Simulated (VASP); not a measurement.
# Be2Br3 (Cm) in VASP: further runs, part 2 of 2

VASP 6.6.1. The steps go on from the part before.

**3. Relaxation of cell and atoms, PBE**

The input, INCAR:

```
SYSTEM = Be2Br3
ALGO     = Normal         ! electronic algorithm
EDIFF    = 1E-6           ! SCF threshold, eV
EDIFFG   = -0.04          ! ionic threshold
ENCUT    = 600            ! plane-wave cutoff, eV
GGA      = PE             ! functional
IBRION   = 2              ! ionic algorithm
ISIF     = 3              ! what is computed and relaxed
ISMEAR   = 0              ! smearing method
LASPH    = .True.         ! aspherical terms in the spheres
LCHARG   = .False.        ! write CHGCAR
LREAL    = .False.        ! projectors in reciprocal space
LWAVE    = .False.        ! write WAVECAR
NELM     = 80             ! most SCF steps
NSW      = 90             ! ionic steps
PREC     = Accurate       ! precision mode
SIGMA    = 0.1            ! smearing width, eV
```

The input, KPOINTS:

```
k-points
0
Gamma
  6 6 2
  0 0 0
```

The input, POSCAR:

```
Be2Br3
1.0
    3.3589549800     -1.9426018300      0.0000000000
    3.3589549800      1.9426018300      0.0000000000
   -0.0401886500      0.0000000000      9.0316804400
Be Br
2 3
Direct
    0.0003810000      0.0003810000      0.6672490200
    0.0003540000      0.0003540000      0.2796660100
    0.3326149900      0.3326149900      0.1386880000
    0.6668180200      0.6668180200      0.8256670200
    0.6688320000      0.6688320000      0.4637309900
```

Potentials or basis: VASP PAW PBE potentials, release 64 (Be, Br).

The run is started by

```sh
> cat potpaw_PBE.64/Be/POTCAR potpaw_PBE.64/Br/POTCAR > POTCAR
> mpirun -np 1 vasp_std > vasp.out
```

OUTCAR:

```text
SYSTEM = Be2Br3
   EDIFF = 1E-6
   EDIFFG = -0.04
   ENCUT = 600
   GGA = PE
   IBRION = 2
   ISIF = 3
   ISMEAR = 0
   LASPH = .True.
   LREAL = .False.
   NELM = 80
   NSW = 90
   PREC = Accurate

 ion  position               nearest neighbor table
   1  0.000  0.000  0.667-
   2  0.000  0.000  0.280-   3 2.57   3 2.58   3 2.58
   3  0.333  0.333  0.139-   2 2.57   2 2.58   2 2.58
   4  0.667  0.667  0.826-
   5  0.669  0.669  0.464-

  LATTYP: Found a base centered monoclinic cell.
 ALAT       =     6.7179099600
 B/A-ratio  =     0.5783351791
 C/A-ratio  =     1.3444315134
 COS(beta)  =    -0.0044496982

  Lattice vectors:

 A1 = (   3.3589549800,  -1.9426018300,   0.0000000000)
 A2 = (   3.3589549800,   1.9426018300,   0.0000000000)
 A3 = (  -0.0401886500,   0.0000000000,   9.0316804400)

Analysis of symmetry for initial positions (statically):
=====================================================================
 Subroutine PRICEL returns:
 Original cell was already a primitive cell.

 Routine SETGRP: Setting up the symmetry group for a
 base centered monoclinic supercell.

 Subroutine GETGRP returns: Found  2 space group operations
 (whereof  2 operations were pure point group operations)
 out of a pool of  4 trial point group operations.

The static configuration has the point symmetry C_1h.

Analysis of symmetry for dynamics (positions and initial velocities):
=====================================================================
 Subroutine PRICEL returns:
 Original cell was already a primitive cell.

 Routine SETGRP: Setting up the symmetry group for a
 base centered monoclinic supercell.

 Subroutine GETGRP returns: Found  2 space group operations
 (whereof  2 operations were pure point group operations)
 out of a pool of  4 trial point group operations.
[... 141 lines left out ...]
  energy-cutoff  :      600.00
  volume of cell :      117.87
 maximum number of plane-waves:      3971
   NGX = 15   NGY = 15   NGZ = 37

--------------------------------------- Ionic step        1  -------------------------------------------

 number of electron      24.9999999 magnetization

 Free energy of the ion-electron system (eV)
  ---------------------------------------------------
  ext. energy  EPLUGINS =         0.00000000
  ---------------------------------------------------
  free energy    TOTEN  =       -12.36492424 eV

  energy without entropy =      -12.33950856  energy(sigma->0) =      -12.35221640

------------------------ aborting loop because EDIFF is reached ----------------------------------------

  FORCE on cell =-STRESS in cart. coord.  units (eV):
  Direction    XX          YY          ZZ          XY          YZ          ZX
  --------------------------------------------------------------------------------------
  -------------------------------------------------------------------------------------
  Total       -5.6189761     -5.5890947      0.5751675      0.0000000      0.0000000     -0.0229381
  in kB      -76.3802779    -75.9740909      7.8184095      0.0000000      0.0000000     -0.3118045
  external PRESSURE =     -48.1786531 kB  Pullay stress =       0.0000000 kB
[... 98 lines left out ...]
  FREE ENERGIE OF THE ION-ELECTRON SYSTEM (eV)
  ---------------------------------------------------
  free  energy   TOTEN  =       -13.2514330009 eV

  energy  without entropy=      -13.2448307554  energy(sigma->0) =      -13.24813188

[... ionic steps 4 to 23 ...]

--------------------------------------- Ionic step       24  -------------------------------------------

 number of electron      25.0000003 magnetization

------------------------ aborting loop because EDIFF is reached ----------------------------------------
[... 73 lines left out ...]
--------------------------------------- Ionic step       26  -------------------------------------------

 number of electron      24.9999998 magnetization

 Free energy of the ion-electron system (eV)
  ---------------------------------------------------
  ext. energy  EPLUGINS =         0.00000000
  ---------------------------------------------------
  free energy    TOTEN  =       -13.46521731 eV

  energy without entropy =      -13.45274290  energy(sigma->0) =      -13.45898011

 E-fermi :   4.6937     XC(G=0):  -8.7086

 val. band max:        4.6816204372   @ k =  -0.3333   0.3333   0.0000
 cond. band min:       4.7111469436   @ k =   0.3333   0.3333   0.5000
 fundamental gap:      0.0295265064
 Fermi energy:         4.6936973460

 k-point     1 :       0.0000    0.0000    0.0000
  band No.  band energies     occupation
      1     -14.0951      2.00000
      2     -13.5419      2.00000
      3     -12.7188      2.00000
      4      -3.3208      2.00000
      5      -2.3637      2.00000
      6       0.0466      2.00000
[... 433 lines left out ...]
      3     -12.1289      2.00000
      4      -3.7932      2.00000
      5      -3.2250      2.00000
      6      -2.6820      2.00000
[... 8 lines left out ...]
     15       6.8385      0.00000
     16       7.7427      0.00000

 [... further k-points ...]
[... 5 lines left out ...]
  --------------------------------------------------------------------------------------
  -------------------------------------------------------------------------------------
  Total       -0.1072995     -0.0975842      0.0368370      0.0000000      0.0000000      0.0094362
  in kB       -1.5734657     -1.4309989      0.5401860      0.0000000      0.0000000      0.1383749
  external PRESSURE =      -0.8214262 kB  Pullay stress =       0.0000000 kB
[... 20 lines left out ...]
  FREE ENERGIE OF THE ION-ELECTRON SYSTEM (eV)
  ---------------------------------------------------
  free  energy   TOTEN  =       -13.4652173103 eV

  energy  without entropy=      -13.4527429018  energy(sigma->0) =      -13.45898011

 reached required accuracy - stopping structural energy minimisation
```

OSZICAR:

```text
N       E                     dE             d eps       ncg     rms          rms(c)
DAV:   1     0.156328038102E+03    0.15633E+03   -0.11109E+04   832   0.143E+03
DAV:   2     0.236669831037E+01   -0.15396E+03   -0.15190E+03  1104   0.227E+02
[... 243 lines left out ...]
DAV:   1    -0.134635009272E+02    0.11278E-02   -0.83449E-01   832   0.542E+00    0.417E-01
DAV:   2    -0.134656832229E+02   -0.21823E-02   -0.41483E-02  1128   0.131E+00    0.147E-01
DAV:   3    -0.134653602976E+02    0.32293E-03   -0.72431E-04  1136   0.210E-01    0.118E-01
DAV:   4    -0.134652327108E+02    0.12759E-03   -0.47414E-04  1192   0.140E-01    0.572E-02
DAV:   5    -0.134652234179E+02    0.92929E-05   -0.47842E-05  1232   0.493E-02    0.271E-02
DAV:   6    -0.134652172248E+02    0.61932E-05   -0.16435E-05  1224   0.299E-02    0.328E-03
DAV:   7    -0.134652173103E+02   -0.85525E-07   -0.26479E-06  1144   0.110E-02
  26 F= -.13465217E+02 E0= -.13458980E+02  d E =-.135650E-02
```

It took 8 min on 1 thread of AMD EPYC 9R45 (Zen 5), shared host; peak memory 0.26 GiB.

Results:

- Free energy: -13.4652 eV
- Relaxed volume: 21.85 Å³/atom
- Relaxed cell: a = 3.501 Å, b = 3.501 Å, c = 10.299 Å, α = 90.43°, β = 90.43°, γ = 59.95°
- Space group after relaxing (to 0.05 Å): Cm (No. 8)
- Energy gained by relaxing: 220.1 meV/atom
- Ionic steps: 26
- Pressure after relaxing: -0.1 GPa
- Largest force after relaxing: 0.030 eV/Å

Forces in eV/Å, atoms in the order of the input:
```
Be  -0.002  0.000  0.018
Be  -0.004  0.000  0.006
Br  -0.006  0.000 -0.021
Br  -0.004  0.000 -0.029
Br   0.016  0.000  0.025
```

Stress tensor (GPa, compression positive):
```
-0.16  0.00  0.01
 0.00 -0.14  0.00
 0.01  0.00  0.05
```

Step by step:
```tsv
step	energy change (eV)	largest force (eV/Å)	pressure (GPa)	volume (Å³)
1	0.0000	0.9498	-4.82	117.87
2	-0.6555	0.7080	-2.79	106.05
3	-0.8865	0.4234	0.36	98.23
4	-0.8977	0.6109	1.88	95.63
5	-0.8987	0.5696	1.52	96.19
6	-0.9712	0.5041	0.71	97.83
7	-0.9884	0.4573	0.23	99.07
8	-1.0379	0.3254	-0.02	100.56
9	-1.0636	0.3385	-0.22	102.51
10	-1.0755	0.1302	0.42	102.21
11	-1.0768	0.1023	0.69	102.09
12	-1.0848	0.0724	0.18	104.08
13	-1.0855	0.1224	-0.02	105.01
14	-1.0872	0.0942	-0.06	105.36
15	-1.0906	0.0852	-0.16	106.43
16	-1.0892	0.1926	-0.30	108.57
17	-1.0913	0.1282	-0.22	107.24
18	-1.0926	0.1274	-0.10	107.18
19	-1.0948	0.1231	0.22	107.00
20	-1.0949	0.1224	0.34	106.94
21	-1.0962	0.0968	0.27	107.25
22	-1.0986	0.0606	0.08	108.18
23	-1.0963	0.1783	-0.26	110.04
24	-1.0989	0.0615	-0.01	108.65
25	-1.0997	0.0513	-0.03	108.85
26	-1.1003	0.0297	-0.08	109.26
```

Final structure:
```
Be Br
1.0
     3.03256   -1.74917   -0.00798
     3.03256    1.74917   -0.00798
    -0.06144    0.00000   10.29880
Be Br
2 3
Direct
  0.99725 0.99725 0.67188
  0.99834 0.99834 0.30180
  0.33421 0.33421 0.17162
  0.66685 0.66685 0.78575
  0.67235 0.67235 0.44395
```

Caveat: this functional lacks dispersion, which binds the layers, so the pressure and a relaxed spacing across them are unreliable; an odd number of electrons without spin polarisation forces a metal; a magnetic or distorted state may lie lower.
